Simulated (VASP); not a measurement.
Write the native input for VASP 6.6.1 that does the following.

| Item | Value |
| --- | --- |
| Task | single point |
| Functional | LDA |
| Potentials or basis | VASP PAW LDA potentials, release 64 (C) |
| Cutoff | 520 eV |
| k mesh | 14 × 14 × 14 |
| Occupations | gaussian, width 0.1 eV |
| Spin | no spin polarisation |
| Dipole correction | no |
| Further INCAR settings | ALGO = Normal; EDIFF = 1e-06; NBANDS = 11 |

The structure of C lies in POSCAR:

```
C
1.0
    0.0000000000      2.0982532328      3.3027512099
    1.2114033709      0.0000000000      3.3027512099
    1.2114033709      2.0982532328      0.0000000000
C
2
Direct
    0.1666666667      0.8333333333      0.1666666667
    0.8333333333      0.1666666667      0.8333333333
```

The input as run:

INCAR

```
SYSTEM = C
ALGO     = Normal         ! electronic algorithm
EDIFF    = 1E-6           ! SCF threshold, eV
ENCUT    = 520            ! plane-wave cutoff, eV
ISIF     = 2              ! what is computed and relaxed
ISMEAR   = 0              ! smearing method
LASPH    = .True.         ! aspherical terms in the spheres
LCHARG   = .True.         ! write CHGCAR
LELF     = .True.         ! ELF
LREAL    = .False.        ! projectors in reciprocal space
LVHAR    = .True.       
LWAVE    = .False.        ! write WAVECAR
NBANDS   = 11             ! bands
NELM     = 80             ! most SCF steps
PREC     = Accurate       ! precision mode
SIGMA    = 0.1            ! smearing width, eV
```

KPOINTS

```
k-points
0
Gamma
  14 14 14
  0 0 0
```

Potentials or basis: VASP PAW LDA potentials, release 64 (C).

Run with:

```bash
$ cat potpaw_LDA.64/C/POTCAR > POTCAR
$ mpirun -np 1 vasp_std > vasp.out
```

It gave:

```
Pressure               : 9.2 GPa
Largest force          : 0.038 eV/Å
Band gap on the k mesh : 0.31 eV, indirect (least direct gap 0.40 eV)
```

It took 34 s on 1 thread of Intel(R) Xeon(R) 6975P-C (Granite Rapids), on a shared host, peak memory 0.17 GiB.
